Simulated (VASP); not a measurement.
# AlNi (km) (Pm-3m) in VASP: single point with PBEsol

Aim: the single point of AlNi (km) with PBEsol.

Everything below comes from runs of VASP 6.6.1. Logs are shortened: lines on timing, memory, paths and dates and some standing lists are left out, and cuts for length are marked.

### Step 1. The cell of the first run

It takes space group Pm-3m (No. 221, cubic). The conventional cell has a = 2.862 Å, b = 2.862 Å, c = 2.862 Å, α = 90.00°, β = 90.00°, γ = 90.00°. Al (site symmetry m-3m) has 8 Ni at 2.48 Å and 6 Al at 2.86 Å within 3.3 Å. Within 3.3 Å of Ni (site symmetry m-3m) lie 8 Al at 2.48 Å and 6 Ni at 2.86 Å.

### Step 2. Single point, PBEsol

Contents of INCAR:

```
PREC = Accurate ; ENCUT = 600
EDIFF = 1E-6 ; ISMEAR = 0
SIGMA = 0.1 ; LREAL = False
LASPH = True ; NELM = 120
ALGO = Normal ; ISIF = 2
LWAVE = False ; LCHARG = False
GGA = PS ; NBANDS = 14
GGA_COMPAT = False
```

Contents of KPOINTS:

```
regular mesh
0
Gamma
  6 6 6
```

Contents of POSCAR:

```
AlNi
1.0
    2.8620207203      0.0000000000      0.0000000000
    0.0000000000      2.8620207203      0.0000000000
    0.0000000000      0.0000000000      2.8620207203
Al Ni
1 1
Direct
    0.5000000000      0.5000000000      0.5000000000
    0.0000000000      0.0000000000      0.0000000000
```

Potentials or basis: VASP PAW PBE potentials, release 64 (Al, Ni).

Command:

```console
$ cat potpaw_PBE.64/Al/POTCAR potpaw_PBE.64/Ni/POTCAR > POTCAR
$ mpirun -np 1 vasp_std > vasp.out
```

OUTCAR:

```text
PREC = Accurate
   ENCUT = 600
   EDIFF = 1E-6
   ISMEAR = 0
   LREAL = False
   LASPH = True
   NELM = 120
   ISIF = 2
   GGA = PS

 ion  position               nearest neighbor table
   1  0.500  0.500  0.500-   2 2.48   2 2.48   2 2.48   2 2.48   2 2.48   2 2.48   2 2.48   2 2.48

   2  0.000  0.000  0.000-   1 2.48   1 2.48   1 2.48   1 2.48   1 2.48   1 2.48   1 2.48   1 2.48

  LATTYP: Found a simple cubic cell.
 ALAT       =     2.8620207203

  Lattice vectors:

 A1 = (   2.8620207203,   0.0000000000,   0.0000000000)
 A2 = (   0.0000000000,   2.8620207203,   0.0000000000)
 A3 = (   0.0000000000,   0.0000000000,   2.8620207203)

Analysis of symmetry for initial positions (statically):
=====================================================================
 Subroutine PRICEL returns:
 Original cell was already a primitive cell.

 Routine SETGRP: Setting up the symmetry group for a
 simple cubic supercell.

 Subroutine GETGRP returns: Found 48 space group operations
 (whereof 48 operations were pure point group operations)
 out of a pool of 48 trial point group operations.

The static configuration has the point symmetry O_h .

Analysis of symmetry for dynamics (positions and initial velocities):
=====================================================================
 Subroutine PRICEL returns:
 Original cell was already a primitive cell.

 Routine SETGRP: Setting up the symmetry group for a
 simple cubic supercell.

 Subroutine GETGRP returns: Found 48 space group operations
 (whereof 48 operations were pure point group operations)
 out of a pool of 48 trial point group operations.

The dynamic configuration has the point symmetry O_h .

 Subroutine INISYM returns: Found 48 space group operations
 (whereof 48 operations are pure point group operations),
 and found     1 'primitive' translations

----------------------------------------------------------------------------------------

                                     Primitive cell

  volume of cell :      23.4433

  direct lattice vectors                    reciprocal lattice vectors
     2.862020720  0.000000000  0.000000000     0.349403480  0.000000000  0.000000000
     0.000000000  2.862020720  0.000000000     0.000000000  0.349403480  0.000000000
     0.000000000  0.000000000  2.862020720     0.000000000  0.000000000  0.349403480

  length of vectors
     2.862020720  2.862020720  2.862020720     0.349403480  0.349403480  0.349403480

  position of ions in fractional coordinates (direct lattice)
     0.500000000  0.500000000  0.500000000
     0.000000000  0.000000000  0.000000000

  ion indices of the primitive-cell ions
   primitive index   ion index
                 1           1
                 2           2

----------------------------------------------------------------------------------------

 KPOINTS: regular mesh

Automatic generation of k-mesh.
 Grid dimensions read from file:
 generate k-points for:    6    6    6

 Generating k-lattice:

  Cartesian coordinates                     Fractional coordinates (reciprocal lattice)
     0.058233913  0.000000000  0.000000000     0.166666667  0.000000000  0.000000000
     0.000000000  0.058233913  0.000000000     0.000000000  0.166666667  0.000000000
     0.000000000  0.000000000  0.058233913     0.000000000  0.000000000  0.166666667

  Length of vectors
     0.058233913  0.058233913  0.058233913

  Shift w.r.t. Gamma in fractional coordinates (k-lattice)
     0.000000000  0.000000000  0.000000000

 Subroutine IBZKPT returns following result:
 ===========================================

 Found     20 irreducible k-points:

 Following reciprocal coordinates:
            Coordinates               Weight
  0.000000  0.000000  0.000000      1.000000
  0.166667  0.000000  0.000000      6.000000
  0.333333  0.000000  0.000000      6.000000
  0.500000  0.000000  0.000000      3.000000
  0.166667  0.166667  0.000000     12.000000
  0.333333  0.166667  0.000000     24.000000
[... 12 lines left out ...]
  0.500000  0.500000  0.333333      6.000000
  0.500000  0.500000  0.500000      1.000000
   k-points           NKPTS =     20   k-points in BZ     NKDIM =     20   number of bands    NBANDS=     14
   number of dos      NEDOS =    301   number of ions     NIONS =      2
   total plane-waves  NPLWV =  13824
   dimension x,y,z NGX =    24 NGY =   24 NGZ =   24
   dimension x,y,z NGXF=    48 NGYF=   48 NGZF=   48
   ions per type =               1   1
   NGX,Y,Z   is equivalent  to a cutoff of  13.94, 13.94, 13.94 a.u.
   NGXF,Y,Z  is equivalent  to a cutoff of  27.88, 27.88, 27.88 a.u.
 SYSTEM =  unknown system
   PREC   = accura    normal or accurate (medium, high low for compatibility)
   ISTART =      0    job   : 0-new  1-cont  2-samecut
   ICHARG =      2    charge: 1-file 2-atom 10-const
   ISPIN  =      1    spin polarized calculation?
   LNONCOLLINEAR =      F non collinear calculations
   LSORBIT =      F    spin-orbit coupling
   LASPH  =      T    aspherical Exc in radial PAW
   ENCUT  =  600.0 eV  44.10 Ry    6.64 a.u.   5.72  5.72  5.72*2*pi/ulx,y,z
   NELM   =    120;   NELMIN=  2; NELMDL= -5     # of ELM steps
   EDIFF  = 0.1E-05   stopping-criterion for ELM
   LREAL  =      F    real-space projection
   EDIFFG = 0.1E-04   stopping-criterion for IOM
   NSW    =      0    number of steps for IOM
   IBRION =     -1    ionic relax: 0-MD 1-quasi-New 2-CG
   NFREE  =      0    steps in history (QN), initial steepest desc. (CG)
   ISIF   =      2    stress and relaxation
   ISYM   =      2    0-nonsym 1-usesym 2-fastsym
   POTIM  = 0.5000    time-step for ionic-motion
   TEBEG  =    0.0;   TEEND  =   0.0 temperature during run
   PSTRESS=    0.0 pullay stress
   NELECT =      13.0000    total number of electrons
   NUPDOWN=      -1.0000    fix difference up-down
   EMIN   =  10.00;   EMAX   =-10.00  energy-range for DOS
   EFERMI =   0.00;   METHOD = LEGACY
   ISMEAR =     0;   SIGMA  =   0.10  broadening in eV -4-tet -1-fermi 0-gaus
   EFERMI_NEDOS =   21; number of points for ismear=-14 and -15
   IALGO  =     38    algorithm
   IMIX   =      4    mixing-type and parameters
     AMIX     =   0.40;   BMIX     =  1.00
     AMIX_MAG =   1.60;   BMIX_MAG =  1.00
  volume/ion in A,a.u.               =      11.72        79.10
  Fermi-wavevector in a.u.,A,eV,Ry     =   1.344982  2.541648 24.612625  1.808977
  Thomas-Fermi vector in A             =   2.472932
   LORBIT       =      0    0 simple, 1 ext, 2 COOP (PROOUT), +10 PAW based schemes
   GGA     = PS    functional components
   LHFCALC =     F    Hartree Fock is set to
   AEXX    =    0.0000 exact exchange contribution
   IVDW    =     0    specifies the selected vdW correction
   LEPSILON=     F    determine dielectric tensor
   LRPA    =     F    only Hartree local field effects (RPA)
 non-spin polarized calculation
 Gauss-broadening in eV      SIGMA  =   0.10
  energy-cutoff  :      600.00
  volume of cell :       23.44
 maximum number of plane-waves:       804
 NGX is ok and might be reduce to    24
   NGX = 11   NGY = 11   NGZ = 11

 number of electron      13.0000011 magnetization

 Free energy of the ion-electron system (eV)
  ---------------------------------------------------
  ext. energy  EPLUGINS =         0.00000000
  ---------------------------------------------------
  free energy    TOTEN  =       -11.55965839 eV

  energy without entropy =      -11.55258916  energy(sigma->0) =      -11.55612377

 E-fermi :  10.2091     XC(G=0): -12.2634

 val. band max:       10.1966666715   @ k =   0.3333   0.1667   0.0000
 cond. band min:      10.5025429427   @ k =   0.3333   0.1667   0.1667
 fundamental gap:      0.3058762712
 Fermi energy:        10.2090601154

 k-point     1 :       0.0000    0.0000    0.0000
  band No.  band energies     occupation
      1      -1.1157      2.00000
      2       6.8109      2.00000
      3       6.8109      2.00000
      4       8.5570      2.00000
      5       8.5570      2.00000
      6       8.5570      2.00000
      7      15.7426      0.00000
      8      15.7426      0.00000
      9      15.7426      0.00000
     10      18.3679      0.00000
     11      18.3679      0.00000
     12      24.2458      0.00000
     13      31.2935      0.00000
     14      31.2935      0.00000

 k-point     2 :       0.1667    0.0000    0.0000
  band No.  band energies     occupation
      1      -0.5995      2.00000
      2       6.7279      2.00000
      3       6.9269      2.00000
      4       8.3536      2.00000
      5       8.3536      2.00000
      6       8.5797      2.00000
      7      12.6083      0.00000
      8      16.4042      0.00000
      9      16.4042      0.00000
     10      18.3913      0.00000
     11      20.9283      0.00000
     12      26.1349      0.00000
     13      27.8842      0.00000
     14      27.8842      0.00000

 k-point     3 :       0.3333    0.0000    0.0000
  band No.  band energies     occupation
      1       0.9043      2.00000
      2       5.6902      2.00000
      3       7.1708      2.00000
      4       7.9959      2.00000
      5       7.9959      2.00000
      6       8.6253      2.00000
      7      10.0010      1.99675
      8      18.1496      0.00000
      9      18.1496      0.00000
     10      18.4494      0.00000
     11      22.9307      0.00000
     12      24.0349      0.00000
     13      24.0349      0.00000
     14      26.9236      0.00000

 k-point     4 :       0.5000    0.0000    0.0000
  band No.  band energies     occupation
      1       3.1788      2.00000
      2       3.2607      2.00000
      3       7.2993      2.00000
      4       7.8356      2.00000
      5       7.8356      2.00000
      6       8.6483      2.00000
      7       9.4821      2.00000
      8      18.4863      0.00000
      9      20.2476      0.00000
     10      20.2476      0.00000
     11      21.2593      0.00000
     12      21.2593      0.00000
     13      24.6909      0.00000
     14      25.6529      0.00000

 k-point     5 :       0.1667    0.1667    0.0000
  band No.  band energies     occupation
      1      -0.0918      2.00000
      2       6.8475      2.00000
      3       6.9021      2.00000
      4       8.1062      2.00000
      5       8.3471      2.00000
      6       8.4209      2.00000
      7      12.6639      0.00000
      8      13.6543      0.00000
      9      17.0468      0.00000
     10      19.6224      0.00000
     11      23.0968      0.00000
[... 208 lines left out ...]
 k-point    18 :       0.5000    0.3333    0.3333
  band No.  band energies     occupation
      1       5.1682      2.00000
      2       6.0323      2.00000
      3       6.3906      2.00000
      4       8.2996      2.00000
      5       8.3135      2.00000
      6       9.8049      2.00000
      7       9.8293      2.00000
      8      13.9263      0.00000
      9      14.9410      0.00000
     10      15.0533      0.00000
     11      16.2368      0.00000
     12      19.4549      0.00000
     13      22.2437      0.00000
     14      32.8526      0.00000

 k-point    19 :       0.5000    0.5000    0.3333
  band No.  band energies     occupation
      1       5.6121      2.00000
      2       6.1292      2.00000
      3       6.1292      2.00000
      4       8.3649      2.00000
      5       9.1211      2.00000
      6      10.6787      0.00000
      7      10.6787      0.00000
      8      11.9032      0.00000
      9      13.2638      0.00000
     10      16.6322      0.00000
     11      16.8783      0.00000
     12      16.8783      0.00000
     13      19.9311      0.00000
     14      34.6911      0.00000

 k-point    20 :       0.5000    0.5000    0.5000
  band No.  band energies     occupation
      1       5.9541      2.00000
      2       5.9541      2.00000
      3       5.9541      2.00000
      4       9.1288      2.00000
      5       9.1288      2.00000
      6      12.1227      0.00000
      7      12.1227      0.00000
      8      12.1227      0.00000
      9      14.0702      0.00000
     10      14.7149      0.00000
     11      14.7149      0.00000
     12      14.7149      0.00000
     13      17.9738      0.00000
     14      37.7714      0.00000

------------------------ aborting loop because EDIFF is reached ----------------------------------------

  FORCE on cell =-STRESS in cart. coord.  units (eV):
  Direction    XX          YY          ZZ          XY          YZ          ZX
  --------------------------------------------------------------------------------------
  -------------------------------------------------------------------------------------
  Total        0.0594707      0.0594707      0.0594707      0.0000000      0.0000000     -0.0000000
  in kB        4.0643925      4.0643925      4.0643925      0.0000000      0.0000000     -0.0000000
  external PRESSURE =       4.0643925 kB  Pullay stress =       0.0000000 kB

 VOLUME and BASIS-vectors are now :
 -----------------------------------------------------------------------------
  energy-cutoff  :      600.00
  volume of cell :       23.44
      direct lattice vectors                 reciprocal lattice vectors
     2.862020720  0.000000000  0.000000000     0.349403480  0.000000000  0.000000000
     0.000000000  2.862020720  0.000000000     0.000000000  0.349403480  0.000000000
     0.000000000  0.000000000  2.862020720     0.000000000  0.000000000  0.349403480

 POSITION                                       TOTAL-FORCE (eV/Angst)
 -----------------------------------------------------------------------------------
      1.43101      1.43101      1.43101         0.000000      0.000000      0.000000
      0.00000      0.00000      0.00000         0.000000      0.000000      0.000000
 -----------------------------------------------------------------------------------
    total drift:                                0.000000      0.000000      0.000000

  FREE ENERGIE OF THE ION-ELECTRON SYSTEM (eV)
  ---------------------------------------------------
  free  energy   TOTEN  =       -11.5596583897 eV

  energy  without entropy=      -11.5525891575  energy(sigma->0) =      -11.55612377
```

It took 2.8 s on 1 thread of Intel Xeon 6975P-C (Granite Rapids), shared host; peak memory 0.13 GiB.

Results:

* Free energy: -11.5597 eV
* Pressure: 0.4 GPa

Caveat: the k points lie up to 0.37 Å⁻¹ apart; the PAW data sets were made with another functional, which shifts forces and pressure a little.
